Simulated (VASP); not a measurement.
# Cr (Im-3m) in VASP: notebook, part 2 of 2

VASP 6.6.1. The steps go on from the part before.

**3. Single point, LDA, collinear spin, ferromagnetic start**

File INCAR:

```
SYSTEM = Cr
  PREC = Accurate
  ENCUT = 500
  EDIFF = 1E-6
  ISMEAR = 0
  SIGMA = 0.05
  LREAL = .False.
  LASPH = .True.
  NELM = 200
  ALGO = Normal
  ISIF = 2
  LWAVE = .False.
  LCHARG = .True.
  ISPIN = 2
  MAGMOM = 0.67
  LORBIT = 11
  NUPDOWN = 0.67
  LMAXMIX = 4
  GGA = CA
  LELF = .True.
  LVHAR = .True.
  NBANDS = 16
  GGA_COMPAT = .False.
```

File KPOINTS:

```
Automatic mesh
0
Gamma
  14 14 14
  0 0 0
```

File POSCAR:

```
Cr
1.0
   -1.4419500000      1.4419500000      1.4419500000
    1.4419500000     -1.4419500000      1.4419500000
    1.4419500000      1.4419500000     -1.4419500000
Cr
1
Direct
    0.0000000000      0.0000000000      0.0000000000
```

Potentials or basis: VASP PAW LDA potentials, release 64 (Cr_pv).

Launch:

```bash
$ cat potpaw_LDA.64/Cr_pv/POTCAR > POTCAR
$ mpirun -np 1 vasp_std > vasp.out
```

OUTCAR:

```text
SYSTEM = Cr
   PREC = Accurate
   ENCUT = 500
   EDIFF = 1E-6
   ISMEAR = 0
   LREAL = .False.
   LASPH = .True.
   NELM = 200
   ISIF = 2
   ISPIN = 2
   LORBIT = 11
   NUPDOWN = 0.67
   GGA = CA

 ion  position               nearest neighbor table
   1  0.000  0.000  0.000-

  LATTYP: Found a body centered cubic cell.
 ALAT       =     2.8839000000

  Lattice vectors:

 A1 = (  -1.4419500000,   1.4419500000,   1.4419500000)
 A2 = (   1.4419500000,  -1.4419500000,   1.4419500000)
 A3 = (   1.4419500000,   1.4419500000,  -1.4419500000)

Analysis of symmetry for initial positions (statically):
=====================================================================
 Subroutine PRICEL returns:
 Original cell was already a primitive cell.

 Routine SETGRP: Setting up the symmetry group for a
 body centered cubic supercell.

 Subroutine GETGRP returns: Found 48 space group operations
 (whereof 48 operations were pure point group operations)
 out of a pool of 48 trial point group operations.
[... 191 lines left out ...]
      6       9.2148      1.00000
[... 435 lines left out ...]
      5       7.9165      1.00000
      6       8.3542      1.00000
[... 8 lines left out ...]
     15      37.4722      0.00000
     16      46.3497      0.00000

 [... further k-points ...]

 spin component 2

 k-point     1 :       0.0000    0.0000    0.0000
  band No.  band energies     occupation
      1     -31.7195      1.00000
      2     -31.7195      1.00000
      3     -31.7195      1.00000
      4       2.7546      1.00000
      5       9.7410      0.01362
      6       9.7410      0.01362
[... 435 lines left out ...]
      5       8.3470      1.00000
      6       8.7588      1.00000
[... 8 lines left out ...]
     15      37.7657      0.00000
     16      46.6776      0.00000

 [... further k-points ...]

------------------------ aborting loop because EDIFF is reached ----------------------------------------

  FORCE on cell =-STRESS in cart. coord.  units (eV):
  Direction    XX          YY          ZZ          XY          YZ          ZX
  --------------------------------------------------------------------------------------
  -------------------------------------------------------------------------------------
  Total       -1.5649985     -1.5649985     -1.5649985      0.0000000      0.0000000      0.0000000
  in kB     -209.0806898   -209.0806898   -209.0806898      0.0000000      0.0000000      0.0000000
  external PRESSURE =    -209.0806898 kB  Pullay stress =       0.0000000 kB

 VOLUME and BASIS-vectors are now :
 -----------------------------------------------------------------------------
  energy-cutoff  :      500.00
  volume of cell :       11.99
      direct lattice vectors                 reciprocal lattice vectors
    -1.441950000  1.441950000  1.441950000     0.000000000  0.346752661  0.346752661
     1.441950000 -1.441950000  1.441950000     0.346752661  0.000000000  0.346752661
     1.441950000  1.441950000 -1.441950000     0.346752661  0.346752661  0.000000000

 POSITION                                       TOTAL-FORCE (eV/Angst)
 -----------------------------------------------------------------------------------
      0.00000      0.00000      0.00000        -0.000000      0.000000     -0.000000
 -----------------------------------------------------------------------------------
    total drift:                                0.000000      0.000000      0.000000

  FREE ENERGIE OF THE ION-ELECTRON SYSTEM (eV)
  ---------------------------------------------------
  free  energy   TOTEN  =       -10.3338351975 eV

  energy  without entropy=      -10.3324220045  energy(sigma->0) =      -10.33312860

 total charge

# of ion       s       p       d       tot
------------------------------------------
    1        0.414   6.362   4.216  10.993

 magnetization (x)

# of ion       s       p       d       tot
------------------------------------------
    1        0.005   0.042   0.566   0.613
```

stdout:

```text
POSCAR found type information on POSCAR Cr
 POSCAR found :  1 types and       1 ions
 scaLAPACK will be used
 LDA part: xc-table for (Slater(with rela. corr.)+CA(PZ))
 , standard interpolation
 POSCAR, INCAR and KPOINTS ok, starting setup
 FFT: planning ... GRIDC
 FFT: planning ... GRID_SOFT
 FFT: planning ... GRID
 WAVECAR not read
 entering main loop
```

It took 13 s on 1 thread of Intel Xeon 6975P-C (Granite Rapids), shared host; peak memory 0.13 GiB.

Results:

```
Free energy                                           : -10.3338 eV
Pressure                                              : -20.9 GPa
Net moment                                            : 0.67 μB per cell
Site moments                                          : Cr +0.61 μB
Valence electrons inside the program's atomic spheres : Cr 10.99
```

Caveat: the total moment is fixed, so each spin has its own Fermi level.

**4. Single point, LDA, collinear spin, ferromagnetic start**

File INCAR:

```
PREC = Accurate ; ENCUT = 500
EDIFF = 1E-6 ; ISMEAR = 0
SIGMA = 0.05 ; LREAL = F
LASPH = T ; NELM = 200
ALGO = Normal ; ISIF = 2
LWAVE = F ; LCHARG = F
ISPIN = 2 ; MAGMOM = 1.12
LORBIT = 11 ; NUPDOWN = 1.12
LMAXMIX = 4 ; GGA = CA
NBANDS = 16 ; GGA_COMPAT = F
```

File KPOINTS:

```
regular mesh
0
Gamma
  14 14 14
```

POSCAR is that of step 3.

Launch:

```bash
$ cat potpaw_LDA.64/Cr_pv/POTCAR > POTCAR
$ mpirun -np 1 vasp_std > vasp.out
```

Wall time 13 s (1 thread of Intel Xeon 6975P-C (Granite Rapids), shared host); peak memory 0.13 GiB.

Results (log left out):

```yaml
Free_energy: -10.0741 eV
Pressure: -14.1 GPa
Net_moment: 1.12 μB per cell
Site_moments: Cr +1.04 μB
Valence_electrons_inside_the_program's_atomic_spheres: Cr 11.00
```

Caveat: the total moment is fixed, so each spin has its own Fermi level.

**5. Single point, LDA, collinear spin, ferromagnetic start**

File INCAR:

```
SYSTEM = Cr
PREC = Accurate
ENCUT = 500
EDIFF = 1E-6
ISMEAR = 0
SIGMA = 0.05
LREAL = .FALSE.
LASPH = .TRUE.
NELM = 200
ALGO = Normal
ISIF = 2
LWAVE = .FALSE.
LCHARG = .TRUE.
ISPIN = 2
MAGMOM = 1.57
LORBIT = 11
NUPDOWN = 1.57
LMAXMIX = 4
GGA = CA
LELF = .TRUE.
LVHAR = .TRUE.
NBANDS = 16
GGA_COMPAT = .FALSE.
```

File KPOINTS:

```
regular mesh
0
G
  14 14 14
  0 0 0
```

POSCAR is that of step 4.

Launch:

```bash
$ cat potpaw_LDA.64/Cr_pv/POTCAR > POTCAR
$ mpirun -np 1 vasp_std > vasp.out
```

It took 14 s on 1 thread of Intel Xeon 6975P-C (Granite Rapids), shared host; peak memory 0.14 GiB.

Results (log left out):

```yaml
Free_energy: -9.7809 eV
Pressure: -5.8 GPa
Net_moment: 1.57 μB per cell
Site_moments: Cr +1.46 μB
Valence_electrons_inside_the_program's_atomic_spheres: Cr 11.01
```

Caveat: the total moment is fixed, so each spin has its own Fermi level.

**6. Single point, LDA, collinear spin, ferromagnetic start**

File INCAR:

```
SYSTEM = Cr
PREC = Accurate
ENCUT = 500
EDIFF = 1E-6
ISMEAR = 0
SIGMA = 0.05
LREAL = .False.
LASPH = .True.
NELM = 200
ALGO = Normal
ISIF = 2
LWAVE = .False.
LCHARG = .True.
ISPIN = 2
MAGMOM = 0.3
LORBIT = 11
LMAXMIX = 4
GGA = CA
LELF = .True.
LVHAR = .True.
NBANDS = 16
GGA_COMPAT = .False.
```

File KPOINTS:

```
regular mesh
0
Gamma
  14 14 14
  0 0 0
```

POSCAR is that of step 5.

Potentials or basis: VASP PAW LDA potentials, release 64 (Cr_pv).

Launch:

```bash
$ cat potpaw_LDA.64/Cr_pv/POTCAR > POTCAR
$ mpirun -np 1 vasp_std > vasp.out
```

Wall time 13 s (1 thread of Intel Xeon 6975P-C (Granite Rapids), shared host); peak memory 0.14 GiB.

The run converged. Its results:

```
Free energy                                           : -10.5285 eV
Pressure                                              : -24.6 GPa
Band gap on the k mesh                                : zero (filled and empty bands overlap)
Net moment                                            : 0.00 μB per cell
Valence electrons inside the program's atomic spheres : Cr 10.98
```

Levels at points of the mesh, in eV from the Fermi level:
Spin up:
```csv
k point,band 4,band 5,band 6,band 7,band 8,band 9
"(0.00, 0.00, 0.00)",-7.73,-0.95,-0.95,-0.95,0.95,0.95
"(0.50, 0.00, 0.00)",-4.33,-2.42,0.96,1.03,1.26,2.63
"(0.50, 0.50, 0.50)",-4.21,-4.21,2.26,2.26,2.26,5.23
```
Spin down:
```tsv
k point	band 4	band 5	band 6	band 7	band 8	band 9
(0.00, 0.00, 0.00)	-7.73	-0.95	-0.95	-0.95	0.95	0.95
(0.50, 0.00, 0.00)	-4.33	-2.42	0.96	1.03	1.26	2.63
(0.50, 0.50, 0.50)	-4.21	-4.21	2.26	2.26	2.26	5.23
```

**7. Overview**

| fixed moment (μB) | pressure (GPa) | moment (μB) |
| --- | --- | --- |
| 0.22 | -24.3 | 0.22 |
| 0.67 | -20.9 | 0.67 |
| 1.12 | -14.1 | 1.12 |
| 1.57 | -5.8 | 1.57 |
| - | -24.6 | 0.00 |

Alike in all rows: task single point; level LDA; potentials or basis VASP PAW LDA potentials, release 64 (Cr_pv); spin collinear, ferromagnetic start; cell as given; k mesh 14 × 14 × 14; cutoff (eV) 500; smearing gaussian 0.05 eV.

Caveats: the total moment is fixed, so each spin has its own Fermi level (some runs).

Total energies depend on the potentials used, so only differences within one code and one set of settings carry meaning.
